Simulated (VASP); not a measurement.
WC: single point with r2SCAN

The system is WC.

```
CELL_PARAMETERS angstrom
0.00000 2.22154 2.22154
2.22154 0.00000 2.22154
2.22154 2.22154 0.00000
ATOMIC_POSITIONS crystal
W 0.00000 0.00000 0.00000
C 0.50000 0.50000 0.50000
```

- Program: VASP 6.6.1
- Task: single point
- Functional: r2SCAN
- Potentials or basis: VASP PAW PBE potentials, release 64 (W_sv, C)
- Cutoff: 520 eV
- k mesh: 10 × 10 × 10
- Occupations: fermi-dirac, width 0.05 eV
- Spin: no spin polarisation
- Dipole correction: no
- Further INCAR settings: ALGO = Normal; EDIFF = 1e-06; NBANDS = 16

```json
{
 "Pressure": "-16.9 GPa",
 "Band gap on the k mesh": "zero (band 9 reaches 12.83 eV, above the bottom of band 10 at 9.70 eV)"
}
```

Levels at points of the mesh, in eV from the Fermi level:
| k point | band 5 | band 6 | band 7 | band 8 | band 9 | band 10 | band 11 | band 12 | band 13 | band 14 |
| --- | --- | --- | --- | --- | --- | --- | --- | --- | --- | --- |
| (0.00, 0.00, 0.00) | -16.41 | -2.74 | -2.74 | -2.74 | -1.13 | -1.13 | -1.13 | -1.04 | -1.04 | 6.52 |
| (0.50, 0.00, 0.00) | -12.03 | -9.89 | -6.70 | -6.70 | 0.96 | 0.96 | 2.28 | 5.25 | 8.69 | 8.69 |
| (0.50, 0.50, 0.00) | -14.22 | -5.84 | -5.63 | -2.68 | -2.68 | 0.73 | 2.13 | 2.13 | 5.27 | 7.12 |

It took 51 s on 1 thread of AMD EPYC 9R45 96-Core Processor (Zen 5), with other jobs on the host, peak memory 0.12 GiB.

Caveat: the PAW data sets were made with another functional, which shifts forces and pressure a little; spin-orbit coupling is left out, which moves the levels of the heavy elements.
